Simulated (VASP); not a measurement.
# SnPt2Se3 (P6/mmm) in VASP: notebook

The runs below take SnPt2Se3 through relaxation of cell and atoms, with PBE.

Everything below comes from runs of VASP 6.6.1. Logs are shortened: lines on timing, memory, paths and dates and some standing lists are left out, and cuts for length are marked.

## Step 1: The cell of the first run

It takes space group P6/mmm (No. 191, hexagonal). Conventional cell: a = 6.429 Å, b = 6.429 Å, c = 3.735 Å, α = 90.00°, β = 90.00°, γ = 120.00°. Sn (site symmetry 6/mmm) has 6 Pt at 3.71 Å and 12 Se at 3.72 Å and 2 Sn at 3.74 Å within 4.9 Å. Pt (site symmetry -6m2) has 6 Se at 2.63 Å within 3.5 Å. Se (site symmetry mmm) has 4 Pt at 2.63 Å and 4 Se at 3.21 Å within 3.5 Å.

The cell was built from a structure type or drawn by symmetry, and may not be a known phase.

## Step 2: Relaxation of cell and atoms, PBE

The input, INCAR:

```
SYSTEM = SnPt2Se3
ALGO     = Normal         ! electronic algorithm
EDIFF    = 1E-6           ! SCF threshold, eV
EDIFFG   = -0.04          ! ionic threshold
ENCUT    = 600            ! plane-wave cutoff, eV
GGA      = PE             ! functional
IBRION   = 2              ! ionic algorithm
ISIF     = 3              ! what is computed and relaxed
ISMEAR   = 0              ! smearing method
LASPH    = .True.         ! aspherical terms in the spheres
LCHARG   = .False.        ! write CHGCAR
LREAL    = .False.        ! projectors in reciprocal space
LWAVE    = .False.        ! write WAVECAR
NELM     = 80             ! most SCF steps
NSW      = 90             ! ionic steps
PREC     = Accurate       ! precision mode
SIGMA    = 0.1            ! smearing width, eV
```

The input, KPOINTS:

```
k-points
0
Gamma
  3 3 6
  0 0 0
```

The input, POSCAR:

```
SnPt2Se3
1.0
    6.4289008258      0.0000000000      0.0000000000
   -3.2144504129      5.5675914336      0.0000000000
    0.0000000000      0.0000000000      3.7352914838
Sn Pt Se
1 2 3
Direct
    0.0000000000      0.0000000000      0.0000000000
    0.3333333333      0.6666666667      0.0000000000
    0.6666666667      0.3333333333      0.0000000000
    0.5000000000      0.0000000000      0.5000000000
    0.5000000000      0.5000000000      0.5000000000
    0.0000000000      0.5000000000      0.5000000000
```

Potentials or basis: VASP PAW PBE potentials, release 64 (Sn_d, Pt, Se).

The run is started by

```bash
> cat potpaw_PBE.64/Sn_d/POTCAR potpaw_PBE.64/Pt/POTCAR potpaw_PBE.64/Se/POTCAR > POTCAR
> mpirun -np 1 vasp_std > vasp.out
```

OUTCAR:

```text
SYSTEM = SnPt2Se3
   EDIFF = 1E-6
   EDIFFG = -0.04
   ENCUT = 600
   GGA = PE
   IBRION = 2
   ISIF = 3
   ISMEAR = 0
   LASPH = .True.
   LREAL = .False.
   NELM = 80
   NSW = 90
   PREC = Accurate

 ion  position               nearest neighbor table
   1  0.000  0.000  0.000-
   2  0.333  0.667  0.000-   6 2.63   6 2.63   4 2.63   4 2.63   5 2.63   5 2.63
   3  0.667  0.333  0.000-   6 2.63   6 2.63   4 2.63   4 2.63   5 2.63   5 2.63
   4  0.500  0.000  0.500-   2 2.63   3 2.63   2 2.63   3 2.63
   5  0.500  0.500  0.500-   2 2.63   3 2.63   2 2.63   3 2.63
   6  0.000  0.500  0.500-   2 2.63   3 2.63   2 2.63   3 2.63

  LATTYP: Found a hexagonal cell.
 ALAT       =     6.4289008258
 C/A-ratio  =     0.5810155709

  Lattice vectors:

 A1 = (   6.4289008258,   0.0000000000,   0.0000000000)
 A2 = (  -3.2144504129,   5.5675914336,   0.0000000000)
 A3 = (   0.0000000000,   0.0000000000,   3.7352914838)

Analysis of symmetry for initial positions (statically):
=====================================================================
 Subroutine PRICEL returns:
 Original cell was already a primitive cell.

 Routine SETGRP: Setting up the symmetry group for a
 hexagonal supercell.

 Subroutine GETGRP returns: Found 24 space group operations
 (whereof 24 operations were pure point group operations)
 out of a pool of 24 trial point group operations.

The static configuration has the point symmetry D_6h.

Analysis of symmetry for dynamics (positions and initial velocities):
=====================================================================
 Subroutine PRICEL returns:
 Original cell was already a primitive cell.

 Routine SETGRP: Setting up the symmetry group for a
 hexagonal supercell.

 Subroutine GETGRP returns: Found 24 space group operations
 (whereof 24 operations were pure point group operations)
 out of a pool of 24 trial point group operations.

The dynamic configuration has the point symmetry D_6h.

 Subroutine INISYM returns: Found 24 space group operations
 (whereof 24 operations are pure point group operations),
 and found     1 'primitive' translations

----------------------------------------------------------------------------------------

                                     Primitive cell

  volume of cell :     133.6991

  direct lattice vectors                    reciprocal lattice vectors
     6.428900826  0.000000000  0.000000000     0.155547585  0.089805440  0.000000000
    -3.214450413  5.567591434  0.000000000     0.000000000  0.179610881  0.000000000
     0.000000000  0.000000000  3.735291484     0.000000000  0.000000000  0.267716724

  length of vectors
     6.428900826  6.428900826  3.735291484     0.179610881  0.179610881  0.267716724

  position of ions in fractional coordinates (direct lattice)
     0.000000000  0.000000000  0.000000000
     0.333333333  0.666666667  0.000000000
     0.666666667  0.333333333  0.000000000
     0.500000000  0.000000000  0.500000000
     0.500000000  0.500000000  0.500000000
     0.000000000  0.500000000  0.500000000

  ion indices of the primitive-cell ions
   primitive index   ion index
                 1           1
                 2           2
                 3           3
                 4           4
                 5           5
                 6           6

----------------------------------------------------------------------------------------

 KPOINTS: k-points

Automatic generation of k-mesh.
 Grid dimensions read from file:
 generate k-points for:    3    3    6

 Generating k-lattice:

  Cartesian coordinates                     Fractional coordinates (reciprocal lattice)
     0.051849195  0.029935147  0.000000000     0.333333333  0.000000000  0.000000000
     0.000000000  0.059870294  0.000000000     0.000000000  0.333333333  0.000000000
     0.000000000  0.000000000  0.044619454     0.000000000  0.000000000  0.166666667

  Length of vectors
     0.059870294  0.059870294  0.044619454

  Shift w.r.t. Gamma in fractional coordinates (k-lattice)
     0.000000000  0.000000000  0.000000000

 Subroutine IBZKPT returns following result:
 ===========================================

 Found     12 irreducible k-points:

 Following reciprocal coordinates:
            Coordinates               Weight
  0.000000  0.000000  0.000000      1.000000
  0.333333 -0.000000  0.000000      6.000000
  0.333333  0.333333  0.000000      2.000000
  0.000000  0.000000  0.166667      2.000000
  0.333333 -0.000000  0.166667     12.000000
  0.333333  0.333333  0.166667      4.000000
  0.000000  0.000000  0.333333      2.000000
  0.333333 -0.000000  0.333333     12.000000
  0.333333  0.333333  0.333333      4.000000
  0.000000  0.000000  0.500000      1.000000
  0.333333 -0.000000  0.500000      6.000000
  0.333333  0.333333  0.500000      2.000000
   k-points           NKPTS =     12   k-points in BZ     NKDIM =     12   number of bands    NBANDS=     31
   number of dos      NEDOS =    301   number of ions     NIONS =      6
   total plane-waves  NPLWV =  87480
   dimension x,y,z NGX =    54 NGY =   54 NGZ =   30
   dimension x,y,z NGXF=   108 NGYF=  108 NGZF=   60
   ions per type =               1   2   3
   NGX,Y,Z   is equivalent  to a cutoff of  13.96, 13.96, 13.35 a.u.
   NGXF,Y,Z  is equivalent  to a cutoff of  27.93, 27.93, 26.70 a.u.
 SYSTEM =  SnPt2Se3
   PREC   = accura    normal or accurate (medium, high low for compatibility)
   ISTART =      0    job   : 0-new  1-cont  2-samecut
   ICHARG =      2    charge: 1-file 2-atom 10-const
   ISPIN  =      1    spin polarized calculation?
   LNONCOLLINEAR =      F non collinear calculations
   LSORBIT =      F    spin-orbit coupling
   LASPH  =      T    aspherical Exc in radial PAW
   ENCUT  =  600.0 eV  44.10 Ry    6.64 a.u.  12.84 12.84  7.46*2*pi/ulx,y,z
   NELM   =     80;   NELMIN=  2; NELMDL= -5     # of ELM steps
   EDIFF  = 0.1E-05   stopping-criterion for ELM
   LREAL  =      F    real-space projection
   EDIFFG = -.4E-01   stopping-criterion for IOM
   NSW    =     90    number of steps for IOM
   IBRION =      2    ionic relax: 0-MD 1-quasi-New 2-CG
   NFREE  =      1    steps in history (QN), initial steepest desc. (CG)
   ISIF   =      3    stress and relaxation
   ISYM   =      2    0-nonsym 1-usesym 2-fastsym
   POTIM  = 0.5000    time-step for ionic-motion
   TEBEG  =    0.0;   TEEND  =   0.0 temperature during run
   PSTRESS=    0.0 pullay stress
   NELECT =      52.0000    total number of electrons
   NUPDOWN=      -1.0000    fix difference up-down
   EMIN   =  10.00;   EMAX   =-10.00  energy-range for DOS
   EFERMI =   0.00;   METHOD = LEGACY
   ISMEAR =     0;   SIGMA  =   0.10  broadening in eV -4-tet -1-fermi 0-gaus
   EFERMI_NEDOS =   21; number of points for ismear=-14 and -15
   IALGO  =     38    algorithm
   IMIX   =      4    mixing-type and parameters
     AMIX     =   0.40;   BMIX     =  1.00
     AMIX_MAG =   1.60;   BMIX_MAG =  1.00
  volume/ion in A,a.u.               =      22.28       150.37
  Fermi-wavevector in a.u.,A,eV,Ry     =   1.194996  2.258215 19.429327  1.428015
  Thomas-Fermi vector in A             =   2.330972
   LORBIT       =      0    0 simple, 1 ext, 2 COOP (PROOUT), +10 PAW based schemes
   GGA     = PE    functional components
   LHFCALC =     F    Hartree Fock is set to
   AEXX    =    0.0000 exact exchange contribution
   IVDW    =     0    specifies the selected vdW correction
   LEPSILON=     F    determine dielectric tensor
   LRPA    =     F    only Hartree local field effects (RPA)
 conjugate gradient relaxation of ions
 non-spin polarized calculation
 Gauss-broadening in eV      SIGMA  =   0.10
  energy-cutoff  :      600.00
  volume of cell :      133.70
 maximum number of plane-waves:      4497
 NGX is ok and might be reduce to    54
   NGX = 25   NGY = 25   NGZ = 15

--------------------------------------- Ionic step        1  -------------------------------------------

 number of electron      52.0000005 magnetization

 Free energy of the ion-electron system (eV)
  ---------------------------------------------------
  ext. energy  EPLUGINS =         0.00000000
  ---------------------------------------------------
  free energy    TOTEN  =       -25.52140004 eV

  energy without entropy =      -25.47570774  energy(sigma->0) =      -25.49855389

------------------------ aborting loop because EDIFF is reached ----------------------------------------

  FORCE on cell =-STRESS in cart. coord.  units (eV):
  Direction    XX          YY          ZZ          XY          YZ          ZX
  --------------------------------------------------------------------------------------
  -------------------------------------------------------------------------------------
  Total        0.3499971      0.3499971     -0.3378298      0.0000000     -0.0000000      0.0000000
  in kB        4.1941740      4.1941740     -4.0483678      0.0000000     -0.0000000      0.0000000
  external PRESSURE =       1.4466601 kB  Pullay stress =       0.0000000 kB
[... 101 lines left out ...]
  FREE ENERGIE OF THE ION-ELECTRON SYSTEM (eV)
  ---------------------------------------------------
  free  energy   TOTEN  =       -25.5346746639 eV

  energy  without entropy=      -25.4936669597  energy(sigma->0) =      -25.51417081

[... ionic steps 4 to 10 ...]

--------------------------------------- Ionic step       11  -------------------------------------------

 number of electron      52.0000008 magnetization

------------------------ aborting loop because EDIFF is reached ----------------------------------------

  FORCE on cell =-STRESS in cart. coord.  units (eV):
  Direction    XX          YY          ZZ          XY          YZ          ZX
  --------------------------------------------------------------------------------------
  -------------------------------------------------------------------------------------
  Total       -0.8780518     -0.8780518     -1.0645183      0.0000000     -0.0000000      0.0000000
  in kB      -10.1745904    -10.1745904    -12.3353054      0.0000000     -0.0000000      0.0000000
  external PRESSURE =     -10.8948287 kB  Pullay stress =       0.0000000 kB
[... 65 lines left out ...]
  energy  without entropy=      -25.5347053196  energy(sigma->0) =      -25.54779724

--------------------------------------- Ionic step       13  -------------------------------------------

 number of electron      52.0000000 magnetization

 Free energy of the ion-electron system (eV)
  ---------------------------------------------------
  ext. energy  EPLUGINS =         0.00000000
  ---------------------------------------------------
  free energy    TOTEN  =       -25.56319208 eV

  energy without entropy =      -25.53657422  energy(sigma->0) =      -25.54988315

 E-fermi :   6.2017     XC(G=0): -10.4227

 val. band max:        6.1986557151   @ k =   0.3333   0.3333   0.0000
 cond. band min:       6.3978340154   @ k =   0.3333  -0.0000   0.1667
 fundamental gap:      0.1991783003
 Fermi energy:         6.2017297810

 k-point     1 :       0.0000    0.0000    0.0000
  band No.  band energies     occupation
      1     -16.2039      2.00000
      2     -16.2039      2.00000
      3     -16.0822      2.00000
      4     -16.0676      2.00000
      5     -16.0676      2.00000
      6      -8.6973      2.00000
[... 430 lines left out ...]
  FREE ENERGIE OF THE ION-ELECTRON SYSTEM (eV)
  ---------------------------------------------------
  free  energy   TOTEN  =       -25.5631920826 eV

  energy  without entropy=      -25.5365742231  energy(sigma->0) =      -25.54988315

 reached required accuracy - stopping structural energy minimisation
```

It took 14 min on 1 thread of AMD EPYC 7R43 (Zen 3), shared host; peak memory 0.29 GiB.

What came out:

```
Free energy                           : -25.5632 eV
Relaxed volume                        : 22.69 Å³/atom
Relaxed cell                          : a = 6.646 Å, b = 6.646 Å, c = 3.559 Å, α = 90.00°, β = 90.00°, γ = 120.00°
Space group after relaxing (to 0.1 Å) : P6/mmm (No. 191)
Energy gained by relaxing             : 7.0 meV/atom
Ionic steps                           : 13
Pressure after relaxing               : 0.2 GPa
Band gap on the k mesh                : zero (bands 26 and 27 overlap by 1.83 eV)
```

Step by step:
| step | energy change (eV) | largest force (eV/Å) | pressure (GPa) | volume (Å³) |
| --- | --- | --- | --- | --- |
| 1 | 0.0000 | 0.0000 | 0.14 | 133.70 |
| 2 | -0.0030 | 0.0000 | 0.01 | 134.09 |
| 3 | -0.0133 | 0.0000 | -0.43 | 135.24 |
| 4 | -0.0288 | 0.0000 | -1.22 | 137.49 |
| 5 | -0.0295 | 0.0000 | -1.41 | 138.15 |
| 6 | -0.0301 | 0.0000 | -1.41 | 138.17 |
| 7 | -0.0314 | 0.0000 | -1.37 | 138.24 |
| 8 | -0.0332 | 0.0000 | -1.30 | 138.38 |
| 9 | -0.0335 | 0.0000 | -1.15 | 138.63 |
| 10 | -0.0340 | 0.0000 | -1.25 | 138.50 |
| 11 | -0.0356 | 0.0000 | -1.09 | 138.27 |
| 12 | -0.0395 | 0.0000 | -0.69 | 137.55 |
| 13 | -0.0418 | 0.0000 | 0.17 | 136.14 |

Final structure:
```
CELL_PARAMETERS angstrom
6.64623 0.00000 0.00000
-3.32312 5.75581 0.00000
0.00000 0.00000 3.55872
ATOMIC_POSITIONS crystal
Sn 0.00000 0.00000 0.00000
Pt 0.33333 0.66667 0.00000
Pt 0.66667 0.33333 0.00000
Se 0.50000 0.00000 0.50000
Se 0.50000 0.50000 0.50000
Se 0.00000 0.50000 0.50000
```

Caveat: the k points lie up to 0.36 Å⁻¹ apart in the final cell, too coarse for converged energies and pressures of a metal; spin-orbit coupling is left out, which moves the levels of the heavy elements.

## Step 3: Relaxation of cell and atoms, PBE

This run uses another cell than the first one, of 22.77 Å³/atom.

The input, INCAR:

```
SYSTEM = SnPt2Se3
PREC = Accurate ; ENCUT = 600
EDIFF = 1E-6 ; ISMEAR = 0
SIGMA = 0.1 ; LREAL = .False.
LASPH = .True. ; NELM = 80
ALGO = Normal ; ISIF = 3
LWAVE = .False. ; LCHARG = .False.
GGA = PE ; IBRION = 2
NSW = 100 ; EDIFFG = -0.01
```

The input, KPOINTS:

```
Automatic mesh
0
Gamma
  6 6 10
  0 0 0
```

Changes to POSCAR since step 2:

```diff
@@ -2,5 +2,5 @@
 1.0
-    6.4289008258      0.0000000000      0.0000000000
-   -3.2144504129      5.5675914336      0.0000000000
-    0.0000000000      0.0000000000      3.7352914838
+    6.6521197840      0.0000000000      0.0000000000
+   -3.3260598920      5.7609047220      0.0000000000
+    0.0000000000      0.0000000000      3.5652888315
 Sn Pt Se
```

Potentials or basis: VASP PAW PBE potentials, release 64 (Sn_d, Pt, Se).

The run is started by

```bash
> cat potpaw_PBE.64/Sn_d/POTCAR potpaw_PBE.64/Pt/POTCAR potpaw_PBE.64/Se/POTCAR > POTCAR
> mpirun -np 1 vasp_std > vasp.out
```

Wall time 18 min (1 thread of AMD EPYC 7R43 (Zen 3), shared host); peak memory 0.4 GiB.

It converged, with:

| Property | Result |
| --- | --- |
| Free energy | -25.5891 eV |
| Relaxed volume | 22.55 Å³/atom |
| Relaxed cell | a = 6.570 Å, b = 6.570 Å, c = 3.620 Å, α = 90.00°, β = 90.00°, γ = 120.00° |
| Space group after relaxing (to 0.1 Å) | P6/mmm (No. 191) |
| Energy gained by relaxing | 1.5 meV/atom |
| Ionic steps | 6 |
| Pressure after relaxing | 0.0 GPa |
| Band gap on the k mesh | zero (bands 26 and 27 overlap by 1.72 eV) |

The path:
```
step  energy change (eV)  largest force (eV/Å)  pressure (GPa)  volume (Å³)
   1              0.0000                0.0000           -0.28       136.63
   2             -0.0039                0.0000            0.08       135.83
   3             -0.0056                0.0000            0.52       134.92
   4             -0.0078                0.0000            0.32       135.06
   5             -0.0090                0.0000           -0.07       135.33
   6             -0.0091                0.0000           -0.01       135.29
```

Final structure:
```cif
data_structure
_symmetry_space_group_name_H-M 'P 1'
_symmetry_Int_Tables_number 1
_cell_length_a 6.5696
_cell_length_b 6.5696
_cell_length_c 3.6196
_cell_angle_alpha 90.000
_cell_angle_beta 90.000
_cell_angle_gamma 120.000
_cell_volume 135.29
loop_
_atom_site_label
_atom_site_type_symbol
_atom_site_fract_x
_atom_site_fract_y
_atom_site_fract_z
_atom_site_occupancy
Sn1 Sn 0.00000 0.00000 0.00000 1
Pt1 Pt 0.33333 0.66667 0.00000 1
Pt2 Pt 0.66667 0.33333 0.00000 1
Se1 Se 0.50000 0.00000 0.50000 1
Se2 Se 0.50000 0.50000 0.50000 1
Se3 Se 0.00000 0.50000 0.50000 1
```

Levels at points of the mesh, in eV from the Fermi level:
| k point | band 23 | band 24 | band 25 | band 26 | band 27 | band 28 | band 29 | band 30 |
| --- | --- | --- | --- | --- | --- | --- | --- | --- |
| (0.00, 0.00, 0.00) | -2.18 | -0.57 | 0.55 | 0.55 | 1.23 | 2.20 | 2.20 | 2.31 |
| (0.50, 0.00, 0.00) | -1.18 | -0.72 | -0.56 | 0.24 | 0.43 | 0.52 | 1.73 | 2.19 |
| (0.00, 0.00, 0.50) | -1.86 | -1.75 | -1.14 | -1.14 | -1.06 | -0.04 | 0.59 | 0.59 |
| (0.50, 0.00, 0.50) | -2.25 | -1.09 | -0.96 | -0.83 | 0.39 | 0.42 | 1.39 | 1.87 |

Caveat: spin-orbit coupling is left out, which moves the levels of the heavy elements.
